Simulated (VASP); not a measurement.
The system is Te2P.

```
Te P
1.0
     5.72427    0.00000    0.00000
     0.00000    5.72427    0.00000
     0.00000    0.00000    5.72427
Te P
4 2
Direct
  0.25000 0.25000 0.25000
  0.25000 0.75000 0.75000
  0.75000 0.75000 0.25000
  0.75000 0.25000 0.75000
  0.00000 0.00000 0.00000
  0.50000 0.50000 0.50000
```

- Program: VASP 6.6.1
- Task: relaxation of cell and atoms
- Functional: PBE
- Potentials or basis: VASP PAW PBE potentials, release 64 (Te, P)
- Cutoff: 600 eV
- k mesh: 4 × 4 × 4
- Occupations: gaussian, width 0.1 eV
- Spin: no spin polarisation

At the start: pressure 4.9 GPa; volume 31.26 Å³/atom.

Task: Where does the relaxation end?

Result: Over 3 steps the energy falls by 48.3 meV/atom and the volume is 34.71 Å³/atom (+11.0 %); space group Pn-3m (No. 224, to 0.05 Å).

Step by step:
```
step  energy change (eV)  largest force (eV/Å)  pressure (GPa)  volume (Å³)
   1              0.0000                0.0000            4.92       187.57
   2             -0.2685                0.0000           -1.04       214.83
   3             -0.2900                0.0000            0.02       208.28
```

Final structure:
```
Te P
1.0
     5.92766    0.00000    0.00000
     0.00000    5.92766    0.00000
     0.00000    0.00000    5.92766
Te P
4 2
Direct
  0.25000 0.25000 0.25000
  0.25000 0.75000 0.75000
  0.75000 0.75000 0.25000
  0.75000 0.25000 0.75000
  0.00000 0.00000 0.00000
  0.50000 0.50000 0.50000
```
